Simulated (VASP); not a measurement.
# NbSi (Fm-3m) in VASP: notebook

The runs below take NbSi through single point, with PBE.

Everything below comes from runs of VASP 6.6.1. Logs are shortened: lines on timing, memory, paths and dates and some standing lists are left out, and cuts for length are marked.

## Step 1: The cell of the first run

Symmetry: Fm-3m, No. 225, cubic system. Conventional cell: a = 5.215 Å, b = 5.215 Å, c = 5.215 Å, α = 90.00°, β = 90.00°, γ = 90.00°. Nb (site symmetry m-3m) has 6 Si at 2.61 Å within 3.4 Å. Within 3.4 Å of Si (site symmetry m-3m) lie 6 Nb at 2.61 Å.

## Step 2: Single point, PBE

Input file INCAR:

```
SYSTEM = NbSi
ALGO = Normal
EDIFF = 1E-6
ENCUT = 520
GGA = PE
ISIF = 2
ISMEAR = -1
LASPH = .TRUE.
LCHARG = .TRUE.
LELF = .TRUE.
LREAL = .FALSE.
LVHAR = .TRUE.
LWAVE = .FALSE.
NBANDS = 16
NELM = 60
PREC = Accurate
SIGMA = 0.05
```

Input file KPOINTS:

```
k-points
0
G
  9 9 9
  0 0 0
```

Input file POSCAR:

```
NbSi
1.0
    0.0000000000      2.6077000683      2.6077000683
    2.6077000683      0.0000000000      2.6077000683
    2.6077000683      2.6077000683      0.0000000000
Nb Si
1 1
Direct
    0.0000000000      0.0000000000      0.0000000000
    0.5000000000      0.5000000000      0.5000000000
```

Potentials or basis: VASP PAW PBE potentials, release 64 (Nb_sv, Si).

Started as:

```bash
$ cat potpaw_PBE.64/Nb_sv/POTCAR potpaw_PBE.64/Si/POTCAR > POTCAR
$ mpirun -np 1 vasp_std > vasp.out
```

OUTCAR:

```text
SYSTEM = NbSi
   EDIFF = 1E-6
   ENCUT = 520
   GGA = PE
   ISIF = 2
   ISMEAR = -1
   LASPH = .TRUE.
   LREAL = .FALSE.
   NELM = 60
   PREC = Accurate

 ion  position               nearest neighbor table
   1  0.000  0.000  0.000-   2 2.61   2 2.61   2 2.61   2 2.61   2 2.61   2 2.61
   2  0.500  0.500  0.500-   1 2.61   1 2.61   1 2.61   1 2.61   1 2.61   1 2.61

  LATTYP: Found a face centered cubic cell.
 ALAT       =     5.2154001366

  Lattice vectors:

 A1 = (   0.0000000000,   2.6077000683,   2.6077000683)
 A2 = (   2.6077000683,   0.0000000000,   2.6077000683)
 A3 = (   2.6077000683,   2.6077000683,   0.0000000000)

Analysis of symmetry for initial positions (statically):
=====================================================================
 Subroutine PRICEL returns:
 Original cell was already a primitive cell.

 Routine SETGRP: Setting up the symmetry group for a
 face centered cubic supercell.

 Subroutine GETGRP returns: Found 48 space group operations
 (whereof 48 operations were pure point group operations)
 out of a pool of 48 trial point group operations.

The static configuration has the point symmetry O_h .

Analysis of symmetry for dynamics (positions and initial velocities):
=====================================================================
 Subroutine PRICEL returns:
 Original cell was already a primitive cell.

 Routine SETGRP: Setting up the symmetry group for a
 face centered cubic supercell.

 Subroutine GETGRP returns: Found 48 space group operations
 (whereof 48 operations were pure point group operations)
 out of a pool of 48 trial point group operations.

The dynamic configuration has the point symmetry O_h .

 Subroutine INISYM returns: Found 48 space group operations
 (whereof 48 operations are pure point group operations),
 and found     1 'primitive' translations

----------------------------------------------------------------------------------------

                                     Primitive cell

  volume of cell :      35.4652

  direct lattice vectors                    reciprocal lattice vectors
     0.000000000  2.607700068  2.607700068    -0.191739842  0.191739842  0.191739842
     2.607700068  0.000000000  2.607700068     0.191739842 -0.191739842  0.191739842
     2.607700068  2.607700068  0.000000000     0.191739842  0.191739842 -0.191739842

  length of vectors
     3.687844803  3.687844803  3.687844803     0.332103149  0.332103149  0.332103149

  position of ions in fractional coordinates (direct lattice)
     0.000000000  0.000000000  0.000000000
     0.500000000  0.500000000  0.500000000

  ion indices of the primitive-cell ions
   primitive index   ion index
                 1           1
                 2           2

----------------------------------------------------------------------------------------

 KPOINTS: k-points

Automatic generation of k-mesh.
 Grid dimensions read from file:
 generate k-points for:    9    9    9

 Generating k-lattice:

  Cartesian coordinates                     Fractional coordinates (reciprocal lattice)
    -0.021304427  0.021304427  0.021304427     0.111111111  0.000000000  0.000000000
     0.021304427 -0.021304427  0.021304427     0.000000000  0.111111111  0.000000000
     0.021304427  0.021304427 -0.021304427     0.000000000  0.000000000  0.111111111

  Length of vectors
     0.036900350  0.036900350  0.036900350

  Shift w.r.t. Gamma in fractional coordinates (k-lattice)
     0.000000000  0.000000000  0.000000000

 Subroutine IBZKPT returns following result:
 ===========================================

 Found     35 irreducible k-points:

 Following reciprocal coordinates:
            Coordinates               Weight
  0.000000  0.000000  0.000000      1.000000
  0.111111  0.000000  0.000000      8.000000
  0.222222  0.000000  0.000000      8.000000
  0.333333  0.000000  0.000000      8.000000
  0.444444  0.000000  0.000000      8.000000
  0.111111  0.111111  0.000000      6.000000
[... 16 lines left out ...]
 -0.333333  0.333333  0.000000     12.000000
  0.444444  0.444444  0.000000      6.000000
 [... further k-points ...]
   k-points           NKPTS =     35   k-points in BZ     NKDIM =     35   number of bands    NBANDS=     16
   number of dos      NEDOS =    301   number of ions     NIONS =      2
   total plane-waves  NPLWV =  21952
   dimension x,y,z NGX =    28 NGY =   28 NGZ =   28
   dimension x,y,z NGXF=    56 NGYF=   56 NGZF=   56
   ions per type =               1   1
   NGX,Y,Z   is equivalent  to a cutoff of  12.62, 12.62, 12.62 a.u.
   NGXF,Y,Z  is equivalent  to a cutoff of  25.24, 25.24, 25.24 a.u.
 SYSTEM =  NbSi
   PREC   = accura    normal or accurate (medium, high low for compatibility)
   ISTART =      0    job   : 0-new  1-cont  2-samecut
   ICHARG =      2    charge: 1-file 2-atom 10-const
   ISPIN  =      1    spin polarized calculation?
   LNONCOLLINEAR =      F non collinear calculations
   LSORBIT =      F    spin-orbit coupling
   LASPH  =      T    aspherical Exc in radial PAW
   ENCUT  =  520.0 eV  38.22 Ry    6.18 a.u.   6.86  6.86  6.86*2*pi/ulx,y,z
   NELM   =     60;   NELMIN=  2; NELMDL= -5     # of ELM steps
   EDIFF  = 0.1E-05   stopping-criterion for ELM
   LREAL  =      F    real-space projection
   EDIFFG = 0.1E-04   stopping-criterion for IOM
   NSW    =      0    number of steps for IOM
   IBRION =     -1    ionic relax: 0-MD 1-quasi-New 2-CG
   NFREE  =      0    steps in history (QN), initial steepest desc. (CG)
   ISIF   =      2    stress and relaxation
   ISYM   =      2    0-nonsym 1-usesym 2-fastsym
   POTIM  = 0.5000    time-step for ionic-motion
   TEBEG  =    0.0;   TEEND  =   0.0 temperature during run
   PSTRESS=    0.0 pullay stress
   NELECT =      17.0000    total number of electrons
   NUPDOWN=      -1.0000    fix difference up-down
   EMIN   =  10.00;   EMAX   =-10.00  energy-range for DOS
   EFERMI =   0.00;   METHOD = LEGACY
   ISMEAR =    -1;   SIGMA  =   0.05  broadening in eV -4-tet -1-fermi 0-gaus
   EFERMI_NEDOS =   21; number of points for ismear=-14 and -15
   IALGO  =     38    algorithm
   IMIX   =      4    mixing-type and parameters
     AMIX     =   0.40;   BMIX     =  1.00
     AMIX_MAG =   1.60;   BMIX_MAG =  1.00
  volume/ion in A,a.u.               =      17.73       119.67
  Fermi-wavevector in a.u.,A,eV,Ry     =   1.281219  2.421154 22.334278  1.641523
  Thomas-Fermi vector in A             =   2.413602
   LORBIT       =      0    0 simple, 1 ext, 2 COOP (PROOUT), +10 PAW based schemes
   GGA     = PE    functional components
   LHFCALC =     F    Hartree Fock is set to
   AEXX    =    0.0000 exact exchange contribution
   IVDW    =     0    specifies the selected vdW correction
   LEPSILON=     F    determine dielectric tensor
   LRPA    =     F    only Hartree local field effects (RPA)
 non-spin polarized calculation
  energy-cutoff  :      520.00
  volume of cell :       35.47
 maximum number of plane-waves:       966
   NGX = 13   NGY = 13   NGZ = 13

 number of electron      16.9999999 magnetization

 Free energy of the ion-electron system (eV)
  ---------------------------------------------------
  ext. energy  EPLUGINS =         0.00000000
  ---------------------------------------------------
  free energy    TOTEN  =       -16.08266328 eV

  energy without entropy =      -16.07298742  energy(sigma->0) =      -16.07782535

 E-fermi :   9.7365     XC(G=0): -11.4103

 val. band max:        9.6374049134   @ k =  -0.4444   0.3333   0.0000
 cond. band min:       9.7487091193   @ k =   0.4444   0.2222   0.1111
 fundamental gap:      0.1113042059
 Fermi energy:         9.7365400445

 k-point     1 :       0.0000    0.0000    0.0000
  band No.  band energies     occupation
      1     -45.6148      2.00000
      2     -21.6243      2.00000
      3     -21.6243      2.00000
      4     -21.6243      2.00000
      5      -0.7114      2.00000
      6       8.5949      2.00000
[... 8 lines left out ...]
     15      18.6748      0.00000
     16      22.6617      0.00000

 k-point     2 :       0.1111    0.0000    0.0000
  band No.  band energies     occupation
      1     -45.6132      2.00000
      2     -21.6454      2.00000
      3     -21.6269      2.00000
      4     -21.6269      2.00000
      5      -0.4861      2.00000
      6       8.1732      2.00000
[... 8 lines left out ...]
     15      19.3045      0.00000
     16      21.8737      0.00000

 k-point     3 :       0.2222    0.0000    0.0000
  band No.  band energies     occupation
      1     -45.6091      2.00000
      2     -21.6985      2.00000
      3     -21.6337      2.00000
      4     -21.6337      2.00000
      5       0.1619      2.00000
      6       7.0785      2.00000
[... 8 lines left out ...]
     15      20.4397      0.00000
     16      20.5007      0.00000

 k-point     4 :       0.3333    0.0000    0.0000
  band No.  band energies     occupation
      1     -45.6045      2.00000
      2     -21.7581      2.00000
      3     -21.6414      2.00000
      4     -21.6414      2.00000
      5       1.1476      2.00000
      6       5.6776      2.00000
[... 8 lines left out ...]
     15      18.7178      0.00000
     16      18.7178      0.00000

 k-point     5 :       0.4444    0.0000    0.0000
  band No.  band energies     occupation
      1     -45.6014      2.00000
      2     -21.7966      2.00000
      3     -21.6464      2.00000
      4     -21.6464      2.00000
      5       2.2598      2.00000
      6       4.3421      2.00000
[... 8 lines left out ...]
     15      18.2303      0.00000
     16      18.2303      0.00000

 k-point     6 :       0.1111    0.1111    0.0000
  band No.  band energies     occupation
      1     -45.6126      2.00000
      2     -21.6445      2.00000
      3     -21.6317      2.00000
      4     -21.6317      2.00000
      5      -0.4170      2.00000
      6       8.0285      2.00000
[... 8 lines left out ...]
     15      19.6511      0.00000
     16      21.4892      0.00000

 k-point     7 :       0.2222    0.1111    0.0000
  band No.  band energies     occupation
      1     -45.6094      2.00000
      2     -21.6836      2.00000
      3     -21.6401      2.00000
      4     -21.6370      2.00000
      5       0.0707      2.00000
      6       7.1265      2.00000
[... 8 lines left out ...]
     15      19.8239      0.00000
     16      20.4545      0.00000

 k-point     8 :       0.3333    0.1111    0.0000
  band No.  band energies     occupation
      1     -45.6050      2.00000
      2     -21.7386      2.00000
      3     -21.6481      2.00000
      4     -21.6455      2.00000
      5       0.9063      2.00000
      6       6.0389      2.00000
[... 8 lines left out ...]
     15      18.7896      0.00000
     16      19.3403      0.00000

 k-point     9 :       0.4444    0.1111    0.0000
  band No.  band energies     occupation
      1     -45.6014      2.00000
      2     -21.7819      2.00000
      3     -21.6553      2.00000
      4     -21.6521      2.00000
      5       1.9254      2.00000
      6       4.8444      2.00000
[... 8 lines left out ...]
     15      18.2675      0.00000
     16      18.9217      0.00000
[... 172 lines left out ...]
 k-point    19 :      -0.2222    0.2222    0.0000
  band No.  band energies     occupation
      1     -45.6028      2.00000
      2     -21.7426      2.00000
      3     -21.6821      2.00000
      4     -21.6419      2.00000
      5       1.3419      2.00000
      6       5.7556      2.00000
[... 8 lines left out ...]
     15      18.2760      0.00000
     16      19.0384      0.00000

 k-point    20 :       0.3333    0.3333    0.0000
  band No.  band energies     occupation
      1     -45.6012      2.00000
      2     -21.7454      2.00000
      3     -21.6720      2.00000
      4     -21.6720      2.00000
      5       1.1446      2.00000
      6       5.8658      2.00000
[... 8 lines left out ...]
     15      20.2690      0.00000
     16      20.8972      0.00000

 k-point    21 :       0.4444    0.3333    0.0000
  band No.  band energies     occupation
      1     -45.5987      2.00000
      2     -21.7638      2.00000
      3     -21.6865      2.00000
      4     -21.6779      2.00000
      5       1.4965      2.00000
      6       5.8948      2.00000
[... 8 lines left out ...]
     15      19.9632      0.00000
     16      21.4740      0.00000

 k-point    22 :      -0.4444    0.3333    0.0000
  band No.  band energies     occupation
      1     -45.5973      2.00000
      2     -21.7626      2.00000
      3     -21.7123      2.00000
      4     -21.6752      2.00000
      5       1.8881      2.00000
      6       5.8686      2.00000
[... 8 lines left out ...]
     15      19.6494      0.00000
     16      20.6574      0.00000

 k-point    23 :      -0.3333    0.3333    0.0000
  band No.  band energies     occupation
      1     -45.5978      2.00000
      2     -21.7429      2.00000
      3     -21.7367      2.00000
      4     -21.6652      2.00000
      5       2.1739      2.00000
      6       5.3723      2.00000
[... 8 lines left out ...]
     15      19.3823      0.00000
     16      20.6116      0.00000

 k-point    24 :       0.4444    0.4444    0.0000
  band No.  band energies     occupation
      1     -45.5973      2.00000
      2     -21.7772      2.00000
      3     -21.6859      2.00000
      4     -21.6859      2.00000
      5       1.4723      2.00000
      6       6.1900      2.00000
[... 8 lines left out ...]
     15      20.6064      0.00000
     16      23.1267      0.00000

 [... further k-points ...]
[... 5 lines left out ...]
  --------------------------------------------------------------------------------------
  -------------------------------------------------------------------------------------
  Total       -1.2456728     -1.2456728     -1.2456728     -0.0000000      0.0000000      0.0000000
  in kB      -56.2745012    -56.2745012    -56.2745012     -0.0000000      0.0000000      0.0000000
  external PRESSURE =     -56.2745012 kB  Pullay stress =       0.0000000 kB

 VOLUME and BASIS-vectors are now :
 -----------------------------------------------------------------------------
  energy-cutoff  :      520.00
  volume of cell :       35.47
      direct lattice vectors                 reciprocal lattice vectors
     0.000000000  2.607700068  2.607700068    -0.191739842  0.191739842  0.191739842
     2.607700068  0.000000000  2.607700068     0.191739842 -0.191739842  0.191739842
     2.607700068  2.607700068  0.000000000     0.191739842  0.191739842 -0.191739842

 POSITION                                       TOTAL-FORCE (eV/Angst)
 -----------------------------------------------------------------------------------
      0.00000      0.00000      0.00000         0.000000      0.000000      0.000000
      2.60770      2.60770      2.60770        -0.000000     -0.000000     -0.000000
 -----------------------------------------------------------------------------------
    total drift:                               -0.000000      0.000000      0.000000

  FREE ENERGIE OF THE ION-ELECTRON SYSTEM (eV)
  ---------------------------------------------------
  free  energy   TOTEN  =       -16.0826632763 eV

  energy  without entropy=      -16.0729874205  energy(sigma->0) =      -16.07782535
```

It took 8.8 s on 1 thread of Intel Xeon 6975P-C (Granite Rapids), shared host; peak memory 0.16 GiB.

What came out:

```yaml
Free_energy: -16.0827 eV
Pressure: -5.6 GPa
```

## Step 3: Single point, PBE

This run uses another cell than the first one, of 18.07 Å³/atom, 1.019 times its volume.

Input file INCAR:

```
SYSTEM = NbSi
PREC = Accurate ; ENCUT = 520
EDIFF = 1E-6 ; ISMEAR = -1
SIGMA = 0.05 ; LREAL = .FALSE.
LASPH = .TRUE. ; NELM = 60
ALGO = Normal ; ISIF = 2
LWAVE = .FALSE. ; LCHARG = .FALSE.
GGA = PE ; NBANDS = 16
```

Input file KPOINTS:

```
Automatic mesh
0
G
  9 9 9
  0 0 0
```

Input file POSCAR:

```
NbSi
1.0
    0.0000000000      2.6243100707      2.6243100707
    2.6243100707      0.0000000000      2.6243100707
    2.6243100707      2.6243100707      0.0000000000
Nb Si
1 1
Direct
    0.0000000000      0.0000000000      0.0000000000
    0.5000000000      0.5000000000      0.5000000000
```

Potentials or basis: VASP PAW PBE potentials, release 64 (Nb_sv, Si).

Started as:

```bash
$ cat potpaw_PBE.64/Nb_sv/POTCAR potpaw_PBE.64/Si/POTCAR > POTCAR
$ mpirun -np 1 vasp_std > vasp.out
```

It took 8.7 s on 1 thread of Intel Xeon 6975P-C (Granite Rapids), shared host; peak memory 0.16 GiB.

It converged, with:

```
Free energy : -16.0538 eV
Pressure    : -8.0 GPa
```

Levels at points of the mesh, in eV from the Fermi level:
```csv
k point,band 5,band 6,band 7,band 8,band 9,band 10,band 11,band 12,band 13,band 14
"(0.00, 0.00, 0.00)",-10.35,-1.10,-1.10,-1.10,-0.64,-0.64,2.28,2.28,2.28,8.32
```

## Step 4: Single point, PBE (volume scaled by 0.94)

Input file INCAR:

```
PREC = Accurate
ENCUT = 520
EDIFF = 1E-6
ISMEAR = -1
SIGMA = 0.05
LREAL = False
LASPH = True
NELM = 80
ALGO = Normal
ISIF = 2
LWAVE = False
LCHARG = False
GGA = PE
NBANDS = 16
```

Input file KPOINTS:

```
Automatic mesh
0
Gamma
  9 9 9
```

Input file POSCAR:

```
NbSi
1.0
    0.0000000000      2.5212881142      2.5212881142
    2.5212881142      0.0000000000      2.5212881142
    2.5212881142      2.5212881142      0.0000000000
Nb Si
1 1
Direct
    0.0000000000      0.0000000000      0.0000000000
    0.5000000000      0.5000000000      0.5000000000
```

Started as:

```bash
$ cat potpaw_PBE.64/Nb_sv/POTCAR potpaw_PBE.64/Si/POTCAR > POTCAR
$ mpirun -np 1 vasp_std > vasp.out
```

Run time: 34 s. Hardware: 1 thread of Intel Xeon 6975P-C, shared host; peak memory 0.16 GiB.

Results (log left out):

```
Free energy : -16.0460 eV
Pressure    : 10.3 GPa
```

Levels at points of the mesh, in eV from the Fermi level:
```csv
k point,band 7,band 8,band 9,band 10,band 11,band 12
"(0.00, 0.00, 0.00)",-1.37,-1.37,-0.76,-0.76,2.61,2.61
```

Caveat: the cell differs from its parent crystal (volume scaled by 0.94).

## Step 5: Summary

```csv
cell,gap on the mesh (eV),pressure (GPa)
"a = 3.688 Å, angles 60.0°, 2 atoms",none,-5.6
"a = 3.711 Å, angles 60.0°, 2 atoms",none,-8.0
"a = 3.566 Å, angles 60.0°, 2 atoms",none,10.3
```

Alike in all rows: task single point; level PBE; potentials or basis VASP PAW PBE potentials, release 64 (Nb_sv, Si); no spin polarisation; k mesh 9 × 9 × 9; cutoff (eV) 520; smearing fermi-dirac 0.05 eV.

Absolute energies hang on the potentials; compare differences alone.
